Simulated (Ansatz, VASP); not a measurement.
One calculation of Al2Pt, two programs

The input INCAR:

```
ALGO     = Normal         # electronic algorithm
EDIFF    = 1E-6           # SCF threshold, eV
ENCUT    = 520            # plane-wave cutoff, eV
GGA      = PE             # functional
ISIF     = 2              # what is computed and relaxed
ISMEAR   = 0              # smearing method
LASPH    = T              # aspherical terms in the spheres
LCHARG   = F              # write CHGCAR
LREAL    = F              # projectors in reciprocal space
LWAVE    = F              # write WAVECAR
NBANDS   = 15             # bands
NELM     = 60             # most SCF steps
PREC     = Accurate       # precision mode
SIGMA    = 0.1            # smearing width, eV
```

KPOINTS

```
k-points
0
Gamma
  12 12 12
```

File POSCAR:

```
Al2Pt
1.0
    0.0000000000      2.8551505500      2.8551505500
    2.8551505500      0.0000000000      2.8551505500
    2.8551505500      2.8551505500      0.0000000000
Al Pt
2 1
Direct
    0.2500000000      0.2500000000      0.2500000000
    0.7500000000      0.7500000000      0.7500000000
    0.0000000000      0.0000000000      0.0000000000
```

Input for Ansatz:

```yaml
crystal:
  lattice:
    - [0.0, 2.85515055, 2.85515055]
    - [2.85515055, 0.0, 2.85515055]
    - [2.85515055, 2.85515055, 0.0]
  atoms:
    - { symbol: Al, position: [0.25, 0.25, 0.25] }
    - { symbol: Al, position: [0.75, 0.75, 0.75] }
    - { symbol: Pt, position: [0.0, 0.0, 0.0] }
basis:
  ecutwfc: 420
kpoints:
  mp_grid: { grid: [12, 12, 12] }
hamiltonian:
  xc: pbe
scf:
  occupations: { method: gaussian, width: 0.1 }
output:
  forces: true
  stress: true
  eigenvalues: true
  populations: true
```

Alike in both runs: task single point; functional PBE; k mesh 12 × 12 × 12; occupations gaussian, width 0.1 eV; no spin polarisation.

```csv
,VASP,Ansatz
version,VASP 6.6.1,Ansatz 0.2.0
potentials or method,"VASP PAW PBE potentials, release 64 (Al, Pt), cutoff 520 eV","scalar-relativistic, plane waves, PAW"
valence electrons in the cell,16,24
```

Ansatz gave:

* gap on the k mesh at the Fermi level (eV): none
* pressure (GPa): 20.6

Question: Estimate VASP's values.

Answer: gap on the k mesh at the Fermi level (eV): none; pressure (GPa): 20.4.

A gap of «none» marks a metal or a gap that the smearing closes. VASP's potentials hold 16 valence electrons a cell and Ansatz's 24, so a difference there can come from the potentials and not from the codes.

Spin-orbit coupling is off throughout.
